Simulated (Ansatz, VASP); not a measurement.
# CaO in VASP and in Ansatz

```
Ca O
1.0
     0.00000    2.62183    2.62183
     2.62183    0.00000    2.62183
     2.62183    2.62183    0.00000
Ca O
1 1
Direct
  0.00000 0.00000 0.00000
  0.25000 0.25000 0.25000
```

Alike in both runs: task electric field gradients; functional r2SCAN; k mesh 11 × 11 × 11; occupations fermi-dirac, width 0.05 eV; no spin polarisation.

|  | VASP | Ansatz |
| --- | --- | --- |
| version | VASP 6.6.1 | Ansatz 0.2.0 |
| potentials or method | VASP PAW PBE potentials, release 64 (Ca_sv, O) | PAW with Ansatz's default frozen-core files, scalar-relativistic |
| plane-wave cutoff (eV) | 520 | 500 |
| valence electrons in the cell | 16 | 16 |

Ansatz gave:

* gap on the k mesh at the Fermi level (eV): 3.71
* pressure (GPa): -1.4

Task: Estimate VASP's values.

Result: gap on the k mesh at the Fermi level (eV): 3.69; pressure (GPa): -0.5.

VASP's potentials were made for PBE, not for r2SCAN.
